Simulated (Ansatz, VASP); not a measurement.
# Sb in VASP and in Ansatz

```
CELL_PARAMETERS angstrom
0.00000 2.37124 2.37124
2.37124 0.00000 2.37124
2.37124 2.37124 0.00000
ATOMIC_POSITIONS crystal
Sb 0.00000 0.00000 0.00000
```

Alike in both runs: task single point; functional HSE06; k mesh 8 × 8 × 8; occupations fermi-dirac, width 0.05 eV; no spin polarisation.

```csv
,VASP,Ansatz
version,VASP 6.6.1,Ansatz 0.2.0
potentials or method,"VASP PAW PBE potentials, release 64 (Sb), cutoff 520 eV",all-electron PAW datasets made for the crystal
```

VASP gave:

* gap on the k mesh at the Fermi level (eV): none
* pressure (GPa): -0.5

Question: Which values does Ansatz return?

Answer: gap on the k mesh at the Fermi level (eV): none; pressure (GPa): 0.6.

A gap of «none» marks a metal or a gap that the smearing closes. Ansatz ran all-electron here, and VASP with PAW potentials.

Neither program's run includes spin-orbit coupling. Noted on Ansatz's run: the k mesh is thin for a metal, which can move the energy by tens of meV per atom.
